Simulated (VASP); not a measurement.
Here is a VASP 6.6.1 calculation.

INCAR

```
SYSTEM = Sn4Se3
PREC     = Accurate       ! precision mode
ENCUT    = 520            ! plane-wave cutoff, eV
EDIFF    = 1E-6           ! SCF threshold, eV
ISMEAR   = 0              ! smearing method
SIGMA    = 0.2            ! smearing width, eV
LREAL    = .False.        ! projectors in reciprocal space
LASPH    = .True.         ! aspherical terms in the spheres
NELM     = 80             ! most SCF steps
ALGO     = Normal         ! electronic algorithm
ISIF     = 2              ! what is computed and relaxed
LWAVE    = .False.        ! write WAVECAR
LCHARG   = .False.        ! write CHGCAR
GGA      = PE             ! functional
NBANDS   = 87             ! bands
```

KPOINTS

```
Automatic mesh
0
Gamma
  4 4 1
  0 0 0
```

File POSCAR:

```
Sn4Se3
1.0
    4.2760443976      0.0000000000      0.0000000000
    0.0000000000      4.2760443976      0.0000000000
    0.0000000000      0.0000000000     21.4272106282
Sn Se
8 6
Direct
    0.5000000000      0.5000000000      0.0000000000
    0.0000000000      0.0000000000      0.0000000000
    0.5000000000      0.0000000000      0.2833655354
    0.5000000000      0.0000000000      0.5686760165
    0.5000000000      0.0000000000      0.8537821164
    0.0000000000      0.5000000000      0.1462178836
    0.0000000000      0.5000000000      0.4313239835
    0.0000000000      0.5000000000      0.7166344646
    0.5000000000      0.0000000000      0.4354808594
    0.5000000000      0.0000000000      0.1530659587
    0.5000000000      0.0000000000      0.7206230985
    0.0000000000      0.5000000000      0.2793769015
    0.0000000000      0.5000000000      0.5645191406
    0.0000000000      0.5000000000      0.8469340413
```

Potentials or basis: VASP PAW PBE potentials, release 64 (Sn_d, Se).

Launch:

```sh
$ cat potpaw_PBE.64/Sn_d/POTCAR potpaw_PBE.64/Se/POTCAR > POTCAR
$ mpirun -np 1 vasp_std > vasp.out
```

Question: What does it give for the band gap on the k mesh?

Answer: Zero (bands 74 and 75 overlap by 0.45 eV).

Question: Predict the largest force.

Answer: 0.069 eV/Å.

Forces on the atoms (eV/Å):
```
Sn   0.000  0.000  0.000
Sn   0.000  0.000  0.000
Sn   0.000  0.000 -0.009
Sn   0.000  0.000 -0.068
Sn   0.000  0.000  0.003
Sn   0.000  0.000 -0.003
Sn   0.000  0.000  0.068
Sn   0.000  0.000  0.009
Se   0.000  0.000  0.069
Se   0.000  0.000 -0.031
Se   0.000  0.000  0.004
Se   0.000  0.000 -0.004
Se   0.000  0.000 -0.069
Se   0.000  0.000  0.031
```

Caveat: the k points lie up to 0.37 Å⁻¹ apart; semilocal functionals underestimate gaps, and a narrow one can read as zero; spin-orbit coupling is left out, which moves the levels of the heavy elements.
